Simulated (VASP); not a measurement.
Here is a VASP 6.6.1 calculation.

The input INCAR:

```
PREC = Accurate
ENCUT = 520
EDIFF = 1E-6
ISMEAR = 1
SIGMA = 0.5
LREAL = F
LASPH = T
NELM = 150
ALGO = Normal
ISIF = 2
LWAVE = F
LCHARG = T
ISPIN = 2
MAGMOM = -0.42 1.21 1.21 1.21
LORBIT = 11
LMAXMIX = 4
GGA = PS
LELF = T
LVHAR = T
NBANDS = 32
```

Contents of KPOINTS:

```
Automatic mesh
0
Gamma
  12 12 12
```

POSCAR

```
TiCo3
1.0
    3.6140000000      0.0000000000      0.0000000000
    0.0000000000      3.6140000000      0.0000000000
    0.0000000000      0.0000000000      3.6140000000
Ti Co
1 3
Direct
    0.0000000000      0.0000000000      0.0000000000
    0.0000000000      0.5000000000      0.5000000000
    0.5000000000      0.0000000000      0.5000000000
    0.5000000000      0.5000000000      0.0000000000
```

Potentials or basis: VASP PAW PBE potentials, release 64 (Ti_sv, Co).

The run is started by

```bash
$ cat potpaw_PBE.64/Ti_sv/POTCAR potpaw_PBE.64/Co/POTCAR > POTCAR
$ mpirun -np 1 vasp_std > vasp.out
```

Task: Estimate the site moments.

Result: Ti -0.40; Co +1.02 μB.

Task: What does it give for the pressure?

Result: -11.2 GPa.

Task: Estimate the net moment.

Result: 2.55 μB per cell.

Caveat: the cell stands under tension; so wide a smearing shifts energies and pressures; the PAW data sets were made with another functional, which shifts forces and pressure a little.
